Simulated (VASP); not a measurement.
Write the native input for VASP 6.6.1 that does the following.

```
Task                   : relaxation of the atoms
Functional             : LDA
Potentials or basis    : VASP PAW LDA potentials, release 64 (Zn)
Cutoff                 : 450 eV
k mesh                 : 16 × 16 × 1
Occupations            : fermi-dirac, width 0.1 eV
Spin                   : no spin polarisation
Dipole correction      : yes
Further INCAR settings : ALGO = Normal; EDIFF = 1e-07; NELMDL = -8; IBRION = 2; EDIFFG = -0.01; NSW = 60
```

The structure of Zn lies in POSCAR:

```
Zn
1.0
    2.5745889075      0.0000000000      0.0000000000
   -1.2872944537      2.2296593982      0.0000000000
    0.0000000000      0.0000000000     18.3568000000
Zn
2
Direct
    0.8333333330      0.1666666670      0.4358063095
    0.1666666670      0.8333333330      0.5641936905
```

These files were run (other wordings do the same):

INCAR

```
ALGO = Normal ; DIPOL = 0.5 0.5 0.500
EDIFF = 1E-7 ; EDIFFG = -0.01
ENCUT = 450 ; GGA = CA
GGA_COMPAT = F ; IBRION = 2
IDIPOL = 3 ; ISIF = 2
ISMEAR = -1 ; LASPH = T
LCHARG = F ; LDIPOL = T
LREAL = F ; LWAVE = F
NELM = 120 ; NELMDL = -8
NELMIN = 4 ; NSW = 60
PREC = Accurate ; SIGMA = 0.1
```

KPOINTS

```
k-points
0
Gamma
  16 16 1
```

Potentials or basis: VASP PAW LDA potentials, release 64 (Zn).

Command:

```bash
$ cat potpaw_LDA.64/Zn/POTCAR > POTCAR
$ mpirun -np 1 vasp_std > vasp.out
```

Results of the run:

```yaml
Energy_gained_by_relaxing: 7.3 meV/atom
Ionic_steps: 5
Largest_force_after_relaxing: 0.004 eV/Å
Band_gap_on_the_k_mesh: zero (bands 12 and 13 overlap by 3.85 eV)
```

Run time: 5.3 min on 1 thread of Intel Xeon 8259CL (shared host), peak memory 0.18 GiB.
